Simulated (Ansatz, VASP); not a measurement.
One calculation of MoS2, two programs

The input INCAR:

```
SYSTEM = MoS2
ALGO = Normal ; EDIFF = 1E-6
ENCUT = 500 ; GGA = PE
GGA_COMPAT = .FALSE. ; ISIF = 2
ISMEAR = 1 ; LASPH = .TRUE.
LCHARG = .FALSE. ; LREAL = .FALSE.
LWAVE = .FALSE. ; NBANDS = 35
NELM = 120 ; PREC = Accurate
SIGMA = 0.1
```

KPOINTS

```
k-points
0
G
  9 9 2
  0 0 0
```

POSCAR

```
MoS2
1.0
    3.1690000000      0.0000000000      0.0000000000
   -1.5845000000      2.7444345046      0.0000000000
    0.0000000000      0.0000000000     12.3240000000
Mo S
2 4
Direct
    0.3333333333      0.6666666667      0.2500000000
    0.6666666667      0.3333333333      0.7500000000
    0.3333333333      0.6666666667      0.6230000000
    0.3333333333      0.6666666667      0.8770000000
    0.6666666667      0.3333333333      0.1230000000
    0.6666666667      0.3333333333      0.3770000000
```

Input for Ansatz:

```yaml
crystal:
  lattice:
    a: 3.169
    b: 3.169
    c: 12.324
    alpha: 90.0
    beta: 90.0
    gamma: 120.0
  space_group: 194
  atoms:
    - { symbol: Mo, position: [0.3333333333333333, 0.6666666666666666, 0.25] }
    - { symbol: S, position: [0.3333333333333333, 0.6666666666666666, 0.623] }
kpoints:
  mp_grid:
    grid: [9, 9, 2]
scf:
  convergence:
    dr2_threshold: 1.0e-08
  occupations:
    method: cold
    width: 0.1
output:
  write_density: true
  dos:
    de: 0.05
    method:
      smearing:
        sigma: 0.15
    projected: true
  cutoff_correction: 756.0
```

Alike in both runs: task single point; functional PBE; k mesh 9 × 9 × 2; no spin polarisation.

|  | VASP | Ansatz |
| --- | --- | --- |
| version | VASP 6.6.1 | Ansatz 0.2.0 |
| potentials or method | VASP PAW PBE potentials, release 64 (Mo_sv, S), cutoff 500 eV | plane waves, PAW |
| occupations | methfessel-paxton of order 1, width 0.1 eV | cold, width 0.1 eV |
| valence electrons in the cell | 52 | 52 |

Ansatz gave:

```
gap on the k mesh at the Fermi level (eV) : 0.96
```

Q: What did VASP give for the same quantities?

A: gap on the k mesh at the Fermi level (eV): 0.97.
